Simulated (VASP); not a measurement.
Input of a VASP 6.6.1 run:

File POSCAR:

```
H21ClO10
1.0
    7.0540040000      0.0000000000      0.0000000000
    0.0000000000      7.0540040000      0.0000000000
    0.0000000000      0.0000000000      7.0540040000
O H Cl
10 21 1
Direct
    0.3721716064      0.3253471362      0.2649275504
    0.6949811766      0.7693077577      0.0758292737
    0.4597672471      0.7788626148      0.6656361408
    0.3606604136     -0.0272894657      0.9971925165
    0.3693079845      0.4476322951      0.8753326480
    0.9184145628      0.5663166621      0.6106602718
    0.7244396232      0.2641903804      0.8859082019
    0.9516722701      0.4790329010      0.2178479060
    0.2473205289      0.9264241982      0.3761693359
    1.0336257252      1.0053864444      0.8184996776
    0.4174933839      0.3155371049      0.1358660982
    0.3944001166      0.2073999391      0.3210942324
    0.6934359550      0.8909266283      0.0089878032
    0.8223839964      0.7169545126      0.0754890414
    0.3690811630      0.8074704806      0.5618511132
    0.5810742381      0.8166425763      0.6228519292
    0.2402040033      0.0362347399      0.9896507005
    0.3787919599     -0.1034022663      0.8826051134
    0.4039407973      0.5479157653      0.7906006291
    0.2366882695      0.4289478713      0.8269204270
    0.8822081757      0.5937904203      0.4847601447
    0.7993757871      0.5387578459      0.6724124341
    0.7984685010      0.3138217670      0.9796705531
    0.5984686144      0.3167987997      0.8910967445
    0.9057834387      0.3496737456      0.2437622661
    1.0855111508      0.4713351453      0.2502833852
    0.1184008401      0.9821514136      0.3670681219
    0.2889848092      0.8984967970      0.2481711096
    0.9909265716      0.9277000694      0.7092000515
    0.9030190513      1.0565630527      0.8468665456
    0.6968666306      0.8852419137      0.2812161717
    0.7714625623      0.9759279978      0.4311735576
```

The input INCAR.step1:

```
SYSTEM = H21ClO10
PREC = Accurate
ENCUT = 520
ISMEAR = -1
SIGMA = 0.02
LREAL = Auto
LASPH = .True.
NELM = 60
NBANDS = 66
GGA = PE
ALGO = Normal
EDIFF = 1E-4
LWAVE = .True.
LCHARG = .False.
```

INCAR.step2

```
SYSTEM = H21ClO10
PREC = Accurate
ENCUT = 520
EDIFF = 1E-6
ISMEAR = -1
SIGMA = 0.02
LREAL = Auto
LASPH = .True.
NELM = 60
ALGO = Normal
ISIF = 2
LWAVE = .False.
LCHARG = .False.
METAGGA = R2SCAN
LMIXTAU = .True.
NBANDS = 66
ISTART = 1
```

File KPOINTS:

```
regular mesh
0
Gamma
  1 1 1
  0 0 0
```

Potentials or basis: VASP PAW PBE potentials, release 64 (O, H, Cl).

Run with:

```sh
$ cat potpaw_PBE.64/O/POTCAR potpaw_PBE.64/H/POTCAR potpaw_PBE.64/Cl/POTCAR > POTCAR
$ cp INCAR.step1 INCAR
$ mpirun -np 1 vasp_gam > vasp.out
$ cp INCAR.step2 INCAR
$ mpirun -np 1 vasp_gam > vasp.out
```

(1) Predict the largest force.

(2) Estimate the band gap on the k mesh.

Answers

(1) 3.248 eV/Å.

(2) 4.96 eV.

Caveat: the k points lie up to 0.89 Å⁻¹ apart; the PAW data sets were made with another functional, which shifts forces and pressure a little.
